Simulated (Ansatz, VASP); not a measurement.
One calculation of Zr, two programs

```xyz
2
Lattice="3.2954 0.0000 0.0000 -1.6477 2.8539 0.0000 0.0000 0.0000 5.2479" Properties=species:S:1:pos:R:3 pbc="T T T"
Zr    0.0000    1.9026    1.3120
Zr    1.6477    0.9513    3.9360
```

Change from the starting cell: volume scaled by 1.06, crystal datasets.

Alike in both runs: task electric field gradients; functional PBEsol; k mesh 13 × 13 × 7; occupations fermi-dirac, width 0.08 eV; no spin polarisation.

|  | VASP | Ansatz |
| --- | --- | --- |
| version | VASP 6.6.1 | Ansatz 0.2.0 |
| potentials or method | VASP PAW PBE potentials, release 64 (Zr_sv), cutoff 520 eV | all-electron PAW with datasets made for the crystal, scalar-relativistic |

```csv
,VASP,Ansatz,Ansatz less VASP
pressure (GPa),-7.9,-7.9,-0.02
"traceless stress, the component that is largest in VASP (GPa)",0.16,0.16,-0.002
size of Vzz on the site where it differs most (V/Å²),36.4,37.1,+0.77
```

VASP's potentials were made for PBE, not for PBEsol. Ansatz ran all-electron here, and VASP with PAW potentials.
